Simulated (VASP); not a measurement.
# La7ScO12 (a cell with a defect) in VASP: single point with PBEsol

Aim: the single point of La7ScO12 (a cell with a defect) with PBEsol.

Everything below comes from runs of VASP 6.6.1. Logs are shortened: lines on timing, memory, paths and dates and some standing lists are left out, and cuts for length are marked.

## Step 1: The cell of the first run

The cell holds a defect, 20 atoms: a = 12.534 Å, b = 6.267 Å, c = 6.600 Å, α = 90.00°, β = 90.00°, γ = 120.00°.

## Step 2: Single point, PBEsol

File INCAR:

```
  ALGO = Normal
  EDIFF = 1E-6
  ENCUT = 520
  GGA = PS
  GGA_COMPAT = F
  ISIF = 2
  ISMEAR = 0
  LASPH = T
  LCHARG = F
  LMAXMIX = 6
  LREAL = F
  LWAVE = F
  NBANDS = 96
  NELM = 200
  PREC = Accurate
  SIGMA = 0.02
```

File KPOINTS:

```
k-points
0
Gamma
  3 3 2
```

File POSCAR:

```
La7ScO12
1.0
   12.5335605600      0.0000000000      0.0000000000
   -3.1333901400      5.4271909200      0.0000000000
    0.0000000000      0.0000000000      6.5995320000
La Sc O
7 1 12
Direct
    0.1810389984      0.6812162184      0.2500000000
    0.1676188417      0.6677880251      0.7500000000
    0.3320157505      0.3321867290      0.7500000000
    0.6543109221      0.6540386791      0.2500000000
    0.8365988911      0.3363636582      0.2500000000
    0.6650263419      0.6650470278      0.7500000000
    0.8328418583      0.3327774935      0.7500000000
    0.3345838157      0.3349304552      0.2500000000
    0.2564739728      0.4950899346      0.0152008582
    0.0039668853      0.5042845614     -0.0076719782
    0.2567241788      0.0179108863      0.0149387199
    0.2564739728      0.4950899346      0.4847991418
    0.0039668853      0.5042845614      0.5076719782
    0.2567241788      0.0179108863      0.4850612801
    0.7469278406      0.4971354023     -0.0032216315
    0.4865666864      0.4870429078      0.0239865978
    0.7473227263     -0.0036378356     -0.0032283499
    0.7469278406      0.4971354023      0.5032216315
    0.4865666864      0.4870429078      0.4760134022
    0.7473227263     -0.0036378356      0.5032283499
```

Potentials or basis: VASP PAW PBE potentials, release 64 (La, Sc_sv, O).

The run is started by

```console
cat potpaw_PBE.64/La/POTCAR potpaw_PBE.64/Sc_sv/POTCAR potpaw_PBE.64/O/POTCAR > POTCAR
mpirun -np 1 vasp_std > vasp.out
```

OUTCAR:

```text
EDIFF = 1E-6
   ENCUT = 520
   GGA = PS
   ISIF = 2
   ISMEAR = 0
   LASPH = T
   LREAL = F
   NELM = 200
   PREC = Accurate

 ion  position               nearest neighbor table
   1  0.181  0.681  0.250-  11 2.40  14 2.40  12 2.40   9 2.40  13 2.57  10 2.57   2 3.30   2 3.30
                             8 3.55   8 3.55
   2  0.168  0.668  0.750-  10 2.39  13 2.39  11 2.58  14 2.58   9 2.58  12 2.58   1 3.30   1 3.30
                             3 3.61   3 3.61   7 3.63
   3  0.332  0.332  0.750-  11 2.44  14 2.44  12 2.44   9 2.44  16 2.47  19 2.47   8 3.30   8 3.30
                             2 3.61   2 3.61   6 3.61
   4  0.654  0.654  0.250-  16 2.35  19 2.35  18 2.50  15 2.50  17 2.50  20 2.50   6 3.30   6 3.30
                             8 3.47
   5  0.837  0.336  0.250-  10 2.49  13 2.49  17 2.49  20 2.49  18 2.49  15 2.49   7 3.30   7 3.30

   6  0.665  0.665  0.750-  17 2.43  20 2.43  18 2.43  15 2.43  19 2.65  16 2.65   4 3.30   4 3.30
                             3 3.61   7 3.62   7 3.62
   7  0.833  0.333  0.750-  15 2.45  18 2.45  17 2.45  20 2.45  10 2.45  13 2.45   5 3.30   5 3.30
                             6 3.62   6 3.62   2 3.63
   8  0.335  0.335  0.250-  16 2.22  19 2.22   9 2.31  12 2.31  11 2.32  14 2.32   3 3.30   3 3.30
                             4 3.47   1 3.55   1 3.55
   9  0.256  0.495  0.015-   8 2.31   1 2.40   3 2.44   2 2.58
  10  0.004  0.504  0.992-   2 2.39   7 2.45   5 2.49   1 2.57
  11  0.257  0.018  0.015-   8 2.32   1 2.40   3 2.44   2 2.58
  12  0.256  0.495  0.485-   8 2.31   1 2.40   3 2.44   2 2.58
  13  0.004  0.504  0.508-   2 2.39   7 2.45   5 2.49   1 2.57
  14  0.257  0.018  0.485-   8 2.32   1 2.40   3 2.44   2 2.58
  15  0.747  0.497  0.997-   6 2.43   7 2.45   5 2.49   4 2.50
  16  0.487  0.487  0.024-   8 2.22   4 2.35   3 2.47   6 2.65
  17  0.747  0.996  0.997-   6 2.43   7 2.45   5 2.49   4 2.50
  18  0.747  0.497  0.503-   6 2.43   7 2.45   5 2.49   4 2.50
  19  0.487  0.487  0.476-   8 2.22   4 2.35   3 2.47   6 2.65
  20  0.747  0.996  0.503-   6 2.43   7 2.45   5 2.49   4 2.50

  Warning from LATTYP: Monoclinic adjustment (A1->A3, A2->A1, A3->A2)!
  LATTYP: Found a simple orthorhombic cell.
 ALAT       =     6.2667802779
 B/A-ratio  =     1.0530977164
 C/A-ratio  =     1.7320508080

  Lattice vectors:

 A1 = (  -3.1333901400,   5.4271909200,   0.0000000000)
 A2 = (   0.0000000000,   0.0000000000,   6.5995320000)
 A3 = (   9.4001704200,   5.4271909200,   0.0000000000)

Analysis of symmetry for initial positions (statically):
=====================================================================
 Subroutine PRICEL returns:
 Original cell was already a primitive cell.

 Routine SETGRP: Setting up the symmetry group for a
 simple orthorhombic supercell.

 Subroutine GETGRP returns: Found  2 space group operations
 (whereof  1 operations were pure point group operations)
 out of a pool of  8 trial point group operations.

The static configuration has the point symmetry C_1 .
 The point group associated with its full space group is C_1h.

Analysis of symmetry for dynamics (positions and initial velocities):
=====================================================================
 Subroutine PRICEL returns:
 Original cell was already a primitive cell.

 Routine SETGRP: Setting up the symmetry group for a
 simple orthorhombic supercell.

 Subroutine GETGRP returns: Found  2 space group operations
 (whereof  1 operations were pure point group operations)
 out of a pool of  8 trial point group operations.

The dynamic configuration has the point symmetry C_1 .
 The point group associated with its full space group is C_1h.

 Subroutine INISYM returns: Found  2 space group operations
 (whereof  1 operations are pure point group operations),
 and found     1 'primitive' translations

----------------------------------------------------------------------------------------

                                     Primitive cell

  volume of cell :     448.9135

  direct lattice vectors                    reciprocal lattice vectors
    12.533560560  0.000000000  0.000000000     0.079785788  0.046064346  0.000000000
    -3.133390140  5.427190920  0.000000000     0.000000000  0.184257384  0.000000000
     0.000000000  0.000000000  6.599532000     0.000000000  0.000000000  0.151525896

  length of vectors
    12.533560560  6.266780278  6.599532000     0.092128692  0.184257384  0.151525896

  position of ions in fractional coordinates (direct lattice)
     0.181038998  0.681216218  0.250000000
     0.167618842  0.667788025  0.750000000
     0.332015750  0.332186729  0.750000000
     0.654310922  0.654038679  0.250000000
     0.836598891  0.336363658  0.250000000
     0.665026342  0.665047028  0.750000000
[... 12 lines left out ...]
     0.486566686  0.487042908  0.476013402
     0.747322726  0.996362164  0.503228350

  ion indices of the primitive-cell ions
   primitive index   ion index
                 1           1
                 2           2
                 3           3
                 4           4
                 5           5
                 6           6
[... 12 lines left out ...]
                19          19
                20          20

----------------------------------------------------------------------------------------

 KPOINTS: k-points

Automatic generation of k-mesh.
 Grid dimensions read from file:
 generate k-points for:    3    3    2

 Generating k-lattice:

  Cartesian coordinates                     Fractional coordinates (reciprocal lattice)
     0.026595263  0.015354782  0.000000000     0.333333333  0.000000000  0.000000000
     0.000000000  0.061419128  0.000000000     0.000000000  0.333333333  0.000000000
     0.000000000  0.000000000  0.075762948     0.000000000  0.000000000  0.500000000

  Length of vectors
     0.030709564  0.061419128  0.075762948

  Shift w.r.t. Gamma in fractional coordinates (k-lattice)
     0.000000000  0.000000000  0.000000000

 Subroutine IBZKPT returns following result:
 ===========================================

 Found     10 irreducible k-points:

 Following reciprocal coordinates:
            Coordinates               Weight
  0.000000  0.000000  0.000000      1.000000
  0.333333  0.000000  0.000000      2.000000
  0.000000  0.333333  0.000000      2.000000
  0.333333  0.333333  0.000000      2.000000
 -0.333333  0.333333  0.000000      2.000000
  0.000000  0.000000  0.500000      1.000000
  0.333333  0.000000  0.500000      2.000000
  0.000000  0.333333  0.500000      2.000000
  0.333333  0.333333  0.500000      2.000000
 -0.333333  0.333333  0.500000      2.000000
   k-points           NKPTS =     10   k-points in BZ     NKDIM =     10   number of bands    NBANDS=     96
   number of dos      NEDOS =    301   number of ions     NIONS =     20
   total plane-waves  NPLWV = 230400
   dimension x,y,z NGX =    96 NGY =   48 NGZ =   50
   dimension x,y,z NGXF=   192 NGYF=   96 NGZF=  100
   ions per type =               7   1  12
   NGX,Y,Z   is equivalent  to a cutoff of  12.73, 12.73, 12.60 a.u.
   NGXF,Y,Z  is equivalent  to a cutoff of  25.47, 25.47, 25.19 a.u.
 SYSTEM =  unknown system
   PREC   = accura    normal or accurate (medium, high low for compatibility)
   ISTART =      0    job   : 0-new  1-cont  2-samecut
   ICHARG =      2    charge: 1-file 2-atom 10-const
   ISPIN  =      1    spin polarized calculation?
   LNONCOLLINEAR =      F non collinear calculations
   LSORBIT =      F    spin-orbit coupling
   LASPH  =      T    aspherical Exc in radial PAW
   ENCUT  =  520.0 eV  38.22 Ry    6.18 a.u.  23.30 11.65 12.27*2*pi/ulx,y,z
   NELM   =    200;   NELMIN=  2; NELMDL= -5     # of ELM steps
   EDIFF  = 0.1E-05   stopping-criterion for ELM
   LREAL  =      F    real-space projection
   EDIFFG = 0.1E-04   stopping-criterion for IOM
   NSW    =      0    number of steps for IOM
   IBRION =     -1    ionic relax: 0-MD 1-quasi-New 2-CG
   NFREE  =      0    steps in history (QN), initial steepest desc. (CG)
   ISIF   =      2    stress and relaxation
   ISYM   =      2    0-nonsym 1-usesym 2-fastsym
   POTIM  = 0.5000    time-step for ionic-motion
   TEBEG  =    0.0;   TEEND  =   0.0 temperature during run
   PSTRESS=    0.0 pullay stress
   NELECT =     160.0000    total number of electrons
   NUPDOWN=      -1.0000    fix difference up-down
   EMIN   =  10.00;   EMAX   =-10.00  energy-range for DOS
   EFERMI =   0.00;   METHOD = LEGACY
   ISMEAR =     0;   SIGMA  =   0.02  broadening in eV -4-tet -1-fermi 0-gaus
   EFERMI_NEDOS =   21; number of points for ismear=-14 and -15
   IALGO  =     38    algorithm
   IMIX   =      4    mixing-type and parameters
     AMIX     =   0.40;   BMIX     =  1.00
     AMIX_MAG =   1.60;   BMIX_MAG =  1.00
  volume/ion in A,a.u.               =      22.45       151.47
  Fermi-wavevector in a.u.,A,eV,Ry     =   1.160719  2.193442 18.330716  1.347270
  Thomas-Fermi vector in A             =   2.297299
   LORBIT       =      0    0 simple, 1 ext, 2 COOP (PROOUT), +10 PAW based schemes
   GGA     = PS    functional components
   LHFCALC =     F    Hartree Fock is set to
   AEXX    =    0.0000 exact exchange contribution
   IVDW    =     0    specifies the selected vdW correction
   LEPSILON=     F    determine dielectric tensor
   LRPA    =     F    only Hartree local field effects (RPA)
 non-spin polarized calculation
 Gauss-broadening in eV      SIGMA  =   0.02
  energy-cutoff  :      520.00
  volume of cell :      448.91
 maximum number of plane-waves:     12152
 NGX is ok and might be reduce to    96
   NGX = 47   NGY = 23   NGZ = 25

 number of electron     160.0000027 magnetization

 Free energy of the ion-electron system (eV)
  ---------------------------------------------------
  ext. energy  EPLUGINS =         0.00000000
  ---------------------------------------------------
  free energy    TOTEN  =      -170.13853372 eV

  energy without entropy =     -170.13853372  energy(sigma->0) =     -170.13853372

 E-fermi :   2.8209     XC(G=0):  -8.3948

 val. band max:        2.6192943211   @ k =   0.0000   0.0000   0.0000
 cond. band min:       4.2738976842   @ k =   0.0000   0.0000   0.0000
 fundamental gap:      1.6546033631
 Fermi energy:         2.8208861243

 k-point     1 :       0.0000    0.0000    0.0000
  band No.  band energies     occupation
      1     -45.5340      2.00000
      2     -27.9920      2.00000
      3     -27.9353      2.00000
      4     -27.8398      2.00000
      5     -27.3931      2.00000
      6     -27.3174      2.00000
[... 84 lines left out ...]
     91       6.9130      0.00000
     92       6.9337      0.00000

 k-point     2 :       0.3333    0.0000    0.0000
  band No.  band energies     occupation
      1     -45.5340      2.00000
      2     -27.9910      2.00000
      3     -27.9369      2.00000
      4     -27.8393      2.00000
      5     -27.3927      2.00000
      6     -27.3167      2.00000
[... 749 lines left out ...]
     91       6.9103      0.00000
     92       6.9283      0.00000

 k-point    10 :      -0.3333    0.3333    0.5000
  band No.  band energies     occupation
      1     -45.5340      2.00000
      2     -27.9580      2.00000
      3     -27.8740      2.00000
      4     -27.8129      2.00000
      5     -27.4476      2.00000
      6     -27.3689      2.00000
[... 84 lines left out ...]
     91       6.8806      0.00000
     92       6.9428      0.00000
 [bands above 92 left out]

------------------------ aborting loop because EDIFF is reached ----------------------------------------

  FORCE on cell =-STRESS in cart. coord.  units (eV):
  Direction    XX          YY          ZZ          XY          YZ          ZX
  --------------------------------------------------------------------------------------
  -------------------------------------------------------------------------------------
  Total       -8.5647399     -8.7148559    -25.9806997      0.1325674      0.0000000      0.0000000
  in kB      -30.5676506    -31.1034162    -92.7254018      0.4731346      0.0000000      0.0000000
  external PRESSURE =     -51.4654895 kB  Pullay stress =       0.0000000 kB

 VOLUME and BASIS-vectors are now :
 -----------------------------------------------------------------------------
  energy-cutoff  :      520.00
  volume of cell :      448.91
      direct lattice vectors                 reciprocal lattice vectors
    12.533560560  0.000000000  0.000000000     0.079785788  0.046064346  0.000000000
    -3.133390140  5.427190920  0.000000000     0.000000000  0.184257384  0.000000000
     0.000000000  0.000000000  6.599532000     0.000000000  0.000000000  0.151525896

 POSITION                                       TOTAL-FORCE (eV/Angst)
 -----------------------------------------------------------------------------------
      0.13455      3.69709      1.64988         0.002284      0.001662     -0.000000
      0.00842      3.62421      4.94965         0.010742      0.008300     -0.000000
      3.12047      1.80284      4.94965         0.016600      0.006796     -0.000000
      6.15149      3.54959      1.64988         0.017727      0.013418     -0.000000
      9.43160      1.82551      1.64988         0.000417      0.001604     -0.000000
      6.25130      3.60934      4.94965         0.020521      0.007204     -0.000000
[... 12 lines left out ...]
      4.57232      2.64327      3.14147         0.009261     -0.000571      0.031808
      6.24462      5.40745      3.32107        -0.005246     -0.003755      0.007166
 -----------------------------------------------------------------------------------
    total drift:                                0.000129     -0.000233      0.000000

  FREE ENERGIE OF THE ION-ELECTRON SYSTEM (eV)
  ---------------------------------------------------
  free  energy   TOTEN  =      -170.1385337173 eV

  energy  without entropy=     -170.1385337173  energy(sigma->0) =     -170.13853372
```

Run time: 19 min. Hardware: 1 thread of Intel Xeon 6975P-C (Granite Rapids), shared host; peak memory 0.73 GiB.

What came out:

```
Free energy            : -170.1385 eV
Pressure               : -5.1 GPa
Largest force          : 0.035 eV/Å
Band gap on the k mesh : 1.65 eV
```

Forces on the atoms (eV/Å):
```
La   0.002  0.002  0.000
La   0.011  0.008  0.000
La   0.017  0.007  0.000
La   0.018  0.013  0.000
La   0.000  0.002  0.000
La   0.021  0.007  0.000
La   0.000  0.001  0.000
Sc  -0.016 -0.007  0.000
O   -0.018  0.011 -0.024
O   -0.001 -0.004  0.002
O   -0.007 -0.023 -0.026
O   -0.018  0.011  0.024
O   -0.001 -0.004 -0.002
O   -0.007 -0.023  0.026
O   -0.004  0.004 -0.007
O    0.009 -0.001 -0.032
O   -0.005 -0.004 -0.007
O   -0.004  0.004  0.007
O    0.009 -0.001  0.032
O   -0.005 -0.004  0.007
```

Caveat: the k points lie up to 0.48 Å⁻¹ apart; the PAW data sets were made with another functional, which shifts forces and pressure a little; spin-orbit coupling is left out, which moves the levels of the heavy elements.
